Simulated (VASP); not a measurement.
# VN (Fm-3m) in VASP: a series of runs

The runs below take VN through single point, with PBE.

All numbers are computed with VASP 6.6.1; they aren't measurements. Logs are shortened: lines on timing, memory, paths and dates and some standing lists are left out, and cuts for length are marked.

### 1 The cell of the first run

It takes space group Fm-3m (No. 225, cubic). Conventional cell: a = 4.128 Å, b = 4.128 Å, c = 4.128 Å, α = 90.00°, β = 90.00°, γ = 90.00°. V (site symmetry m-3m) has 6 N at 2.06 Å within 2.7 Å. Within 2.7 Å of N (site symmetry m-3m) lie 6 V at 2.06 Å.

### 2 Single point, PBE, collinear spin, ferromagnetic start

Contents of INCAR:

```
SYSTEM = VN
PREC     = Accurate       ! precision mode
ENCUT    = 600            ! plane-wave cutoff, eV
EDIFF    = 1E-6           ! SCF threshold, eV
ISMEAR   = 0              ! smearing method
SIGMA    = 0.1            ! smearing width, eV
LREAL    = .FALSE.        ! projectors in reciprocal space
LASPH    = .TRUE.         ! aspherical terms in the spheres
NELM     = 200            ! most SCF steps
ALGO     = Normal         ! electronic algorithm
ISIF     = 2              ! what is computed and relaxed
LWAVE    = .FALSE.        ! write WAVECAR
LCHARG   = .FALSE.        ! write CHGCAR
ISPIN    = 2              ! spin polarisation
MAGMOM   = 2 0            ! initial moments
LORBIT   = 11             ! projections on sites
LMAXMIX  = 4              ! l up to which the mixer works
GGA      = PE             ! functional
NBANDS   = 20             ! bands
GGA_COMPAT= .FALSE.
```

Contents of KPOINTS:

```
Automatic mesh
0
G
  8 8 8
  0 0 0
```

Contents of POSCAR:

```
VN
1.0
    0.0000000000      2.0639998900      2.0639998900
    2.0639998900      0.0000000000      2.0639998900
    2.0639998900      2.0639998900      0.0000000000
V N
1 1
Direct
    0.0000000000      0.0000000000      0.0000000000
    0.5000000000      0.5000000000      0.5000000000
```

Potentials or basis: VASP PAW PBE potentials, release 64 (V_sv, N).

Started as:

```sh
> cat potpaw_PBE.64/V_sv/POTCAR potpaw_PBE.64/N/POTCAR > POTCAR
> mpirun -np 1 vasp_std > vasp.out
```

OUTCAR:

```text
SYSTEM = VN
   PREC = Accurate
   ENCUT = 600
   EDIFF = 1E-6
   ISMEAR = 0
   LREAL = .FALSE.
   LASPH = .TRUE.
   NELM = 200
   ISIF = 2
   ISPIN = 2
   LORBIT = 11
   GGA = PE

 ion  position               nearest neighbor table
   1  0.000  0.000  0.000-   2 2.06   2 2.06   2 2.06   2 2.06   2 2.06   2 2.06
   2  0.500  0.500  0.500-   1 2.06   1 2.06   1 2.06   1 2.06   1 2.06   1 2.06

  LATTYP: Found a face centered cubic cell.
 ALAT       =     4.1279997800

  Lattice vectors:

 A1 = (   0.0000000000,   2.0639998900,   2.0639998900)
 A2 = (   2.0639998900,   0.0000000000,   2.0639998900)
 A3 = (   2.0639998900,   2.0639998900,   0.0000000000)

Analysis of symmetry for initial positions (statically):
=====================================================================
 Subroutine PRICEL returns:
 Original cell was already a primitive cell.

 Routine SETGRP: Setting up the symmetry group for a
 face centered cubic supercell.

 Subroutine GETGRP returns: Found 48 space group operations
 (whereof 48 operations were pure point group operations)
 out of a pool of 48 trial point group operations.

The static configuration has the point symmetry O_h .

Analysis of symmetry for dynamics (positions and initial velocities):
=====================================================================
 Subroutine PRICEL returns:
 Original cell was already a primitive cell.

 Routine SETGRP: Setting up the symmetry group for a
 face centered cubic supercell.

 Subroutine GETGRP returns: Found 48 space group operations
 (whereof 48 operations were pure point group operations)
 out of a pool of 48 trial point group operations.

The dynamic configuration has the point symmetry O_h .

Analysis of structural, dynamic, and magnetic symmetry:
=====================================================================
 Subroutine PRICEL returns:
 Original cell was already a primitive cell.

 Routine SETGRP: Setting up the symmetry group for a
 face centered cubic supercell.

 Subroutine GETGRP returns: Found 48 space group operations
 (whereof 48 operations were pure point group operations)
 out of a pool of 48 trial point group operations.

The overall configuration has the point symmetry O_h .

 Subroutine INISYM returns: Found 48 space group operations
 (whereof 48 operations are pure point group operations),
 and found     1 'primitive' translations

----------------------------------------------------------------------------------------

                                     Primitive cell
[... 113 lines left out ...]
  Fermi-wavevector in a.u.,A,eV,Ry     =   1.649856  3.117775 37.035389  2.722024
  Thomas-Fermi vector in A             =   2.738905
   LORBIT       =     11    0 simple, 1 ext, 2 COOP (PROOUT), +10 PAW based schemes
   GGA     = PE    functional components
   LHFCALC =     F    Hartree Fock is set to
   AEXX    =    0.0000 exact exchange contribution
   IVDW    =     0    specifies the selected vdW correction
   LEPSILON=     F    determine dielectric tensor
   LRPA    =     F    only Hartree local field effects (RPA)
 spin polarized calculation
 Gauss-broadening in eV      SIGMA  =   0.10
  energy-cutoff  :      600.00
  volume of cell :       17.59
 maximum number of plane-waves:       604
   NGX = 11   NGY = 11   NGZ = 11

 number of electron      18.0000004 magnetization       0.1344165

 Free energy of the ion-electron system (eV)
  ---------------------------------------------------
  ext. energy  EPLUGINS =         0.00000000
  ---------------------------------------------------
  free energy    TOTEN  =       -19.30462236 eV

  energy without entropy =      -19.29342605  energy(sigma->0) =      -19.29902420

 E-fermi :  11.9235     XC(G=0): -13.5760

 val. band max:       11.9184648386   @ k =  -0.2500   0.3750   0.1250
 cond. band min:      11.9249350499   @ k =   0.5000   0.1250   0.0000
 fundamental gap:      0.0064702113
 Fermi energy:        11.9234632476

 spin component 1

 k-point     1 :       0.0000    0.0000    0.0000
  band No.  band energies     occupation
      1     -53.6017      1.00000
      2     -27.2377      1.00000
      3     -27.2377      1.00000
      4     -27.2377      1.00000
      5      -6.0425      1.00000
      6       9.6763      1.00000
[... 541 lines left out ...]
     19      35.9486      0.00000
     20      40.5219      0.00000

 [... further k-points ...]

 spin component 2

 k-point     1 :       0.0000    0.0000    0.0000
  band No.  band energies     occupation
      1     -53.4738      1.00000
      2     -27.1110      1.00000
      3     -27.1110      1.00000
      4     -27.1110      1.00000
      5      -6.0266      1.00000
      6       9.6832      1.00000
[... 541 lines left out ...]
     19      35.9953      0.00000
     20      40.5365      0.00000

 [... further k-points ...]

------------------------ aborting loop because EDIFF is reached ----------------------------------------

  FORCE on cell =-STRESS in cart. coord.  units (eV):
  Direction    XX          YY          ZZ          XY          YZ          ZX
  --------------------------------------------------------------------------------------
  -------------------------------------------------------------------------------------
  Total       -0.2086684     -0.2086684     -0.2086684      0.0000000      0.0000000     -0.0000000
  in kB      -19.0111469    -19.0111469    -19.0111469      0.0000000      0.0000000     -0.0000000
  external PRESSURE =     -19.0111469 kB  Pullay stress =       0.0000000 kB

 VOLUME and BASIS-vectors are now :
 -----------------------------------------------------------------------------
  energy-cutoff  :      600.00
  volume of cell :       17.59
      direct lattice vectors                 reciprocal lattice vectors
     0.000000000  2.063999890  2.063999890    -0.242248075  0.242248075  0.242248075
     2.063999890  0.000000000  2.063999890     0.242248075 -0.242248075  0.242248075
     2.063999890  2.063999890  0.000000000     0.242248075  0.242248075 -0.242248075

 POSITION                                       TOTAL-FORCE (eV/Angst)
 -----------------------------------------------------------------------------------
      0.00000      0.00000      0.00000        -0.000000      0.000000      0.000000
      2.06400      2.06400      2.06400         0.000000     -0.000000     -0.000000
 -----------------------------------------------------------------------------------
    total drift:                                0.000000     -0.000000     -0.000000

  FREE ENERGIE OF THE ION-ELECTRON SYSTEM (eV)
  ---------------------------------------------------
  free  energy   TOTEN  =       -19.3046223581 eV

  energy  without entropy=      -19.2934260467  energy(sigma->0) =      -19.29902420

 total charge

# of ion       s       p       d       tot
------------------------------------------
    1        2.237   6.275   3.143  11.655
    2        1.242   2.503   0.000   3.745
--------------------------------------------------
tot          3.479   8.778   3.143  15.400

 magnetization (x)

# of ion       s       p       d       tot
------------------------------------------
    1        0.001   0.001   0.121   0.123
    2        0.000   0.002   0.000   0.002
--------------------------------------------------
tot          0.001   0.002   0.121   0.125
```

stdout:

```text
POSCAR found type information on POSCAR V N
 POSCAR found :  2 types and       2 ions
 scaLAPACK will be used
 LDA part: xc-table for (Slater+PW92), standard interpolation
 POSCAR, INCAR and KPOINTS ok, starting setup
 FFT: planning ... GRIDC
 FFT: planning ... GRID_SOFT
 FFT: planning ... GRID
 WAVECAR not read
 entering main loop
```

Wall time 36 s (1 thread of Intel Xeon 8259CL, shared host); peak memory 0.16 GiB.

What came out:

* Free energy: -19.3046 eV
* Pressure: -1.9 GPa
* Net moment: 0.13 μB per cell
* Site moments: V +0.12; N +0.00 μB
* Valence electrons inside the program's atomic spheres: V 11.65; N 3.75

Levels at points of the mesh, in eV from the Fermi level:
Spin up:
| k point | band 7 | band 8 | band 9 | band 10 | band 11 | band 12 |
| --- | --- | --- | --- | --- | --- | --- |
| (0.00, 0.00, 0.00) | -2.25 | -2.25 | -1.61 | -1.61 | -1.61 | -0.54 |
| (0.50, 0.00, 0.00) | -6.10 | -6.10 | 0.49 | 0.49 | 1.36 | 4.90 |
| (0.50, 0.50, 0.00) | -3.87 | -3.68 | -3.68 | 0.43 | 1.10 | 1.10 |
Spin down:
| k point | band 6 | band 7 | band 8 | band 9 | band 10 | band 11 | band 12 | band 13 |
| --- | --- | --- | --- | --- | --- | --- | --- | --- |
| (0.00, 0.00, 0.00) | -2.24 | -2.24 | -2.24 | -1.49 | -1.49 | -1.49 | -0.45 | -0.45 |
| (0.50, 0.00, 0.00) | -8.86 | -6.06 | -6.06 | 0.62 | 0.62 | 1.48 | 4.97 | 4.97 |
| (0.50, 0.50, 0.00) | -6.66 | -3.77 | -3.66 | -3.66 | 0.51 | 1.24 | 1.24 | 2.67 |

With open d or f shells a metallic result of PBE can be an artefact of self-interaction; +U or a hybrid may open a gap.

### 3 Single point, PBE, collinear spin

This run uses another cell than the first one, of 8.72 Å³/atom.

Contents of INCAR:

```
ALGO = Normal ; EDIFF = 1E-6
ENCUT = 600 ; GGA = PE
GGA_COMPAT = False ; ISIF = 2
ISMEAR = 0 ; ISPIN = 2
LASPH = True ; LCHARG = True
LELF = True ; LMAXMIX = 4
LORBIT = 11 ; LREAL = False
LVHAR = True ; LWAVE = False
MAGMOM = 0.11 0 ; NBANDS = 20
NELM = 200 ; PREC = Accurate
SIGMA = 0.1
```

Contents of KPOINTS:

```
k-points
0
Gamma
  22 22 22
```

Contents of POSCAR:

```
VN
1.0
    0.0000000000      2.0583408879      2.0583408879
    2.0583408879      0.0000000000      2.0583408879
    2.0583408879      2.0583408879      0.0000000000
V N
1 1
Direct
    0.0000000000      0.0000000000      0.0000000000
    0.5000000000      0.5000000000      0.5000000000
```

Potentials or basis: VASP PAW PBE potentials, release 64 (V_sv, N).

Started as:

```sh
> cat potpaw_PBE.64/V_sv/POTCAR potpaw_PBE.64/N/POTCAR > POTCAR
> mpirun -np 1 vasp_std > vasp.out
```

Run time: 4.4 min. Hardware: 1 thread of Intel Xeon 8259CL, shared host; peak memory 0.32 GiB.

Results (log left out):

| Item | Value |
| --- | --- |
| Free energy | -19.3069 eV |
| Pressure | 0.6 GPa |
| Band gap on the k mesh | zero (filled and empty bands overlap) |
| Net moment | 0.00 μB per cell |
| Valence electrons inside the program's atomic spheres | V 11.67; N 3.75 |

Levels at points of the mesh, in eV from the Fermi level:
Spin up:
| k point | band 5 | band 6 | band 7 | band 8 | band 9 | band 10 | band 11 | band 12 | band 13 | band 14 |
| --- | --- | --- | --- | --- | --- | --- | --- | --- | --- | --- |
| (0.00, 0.00, 0.00) | -18.00 | -2.24 | -2.24 | -2.24 | -1.54 | -1.54 | -1.54 | -0.47 | -0.47 | 6.02 |
| (0.50, 0.00, 0.00) | -15.26 | -8.92 | -6.11 | -6.11 | 0.60 | 0.60 | 1.47 | 5.02 | 5.02 | 6.26 |
| (0.50, 0.50, 0.00) | -16.20 | -6.68 | -3.83 | -3.67 | -3.67 | 0.51 | 1.22 | 1.22 | 2.71 | 10.45 |
Spin down:
```tsv
k point	band 6	band 7	band 8	band 9	band 10	band 11	band 12	band 13
(0.00, 0.00, 0.00)	-2.24	-2.24	-2.24	-1.54	-1.54	-1.54	-0.47	-0.47
(0.50, 0.00, 0.00)	-8.92	-6.11	-6.11	0.60	0.60	1.47	5.02	5.02
(0.50, 0.50, 0.00)	-6.68	-3.83	-3.67	-3.67	0.51	1.22	1.22	2.71
```

With open d or f shells a metallic result of PBE can be an artefact of self-interaction; +U or a hybrid may open a gap.
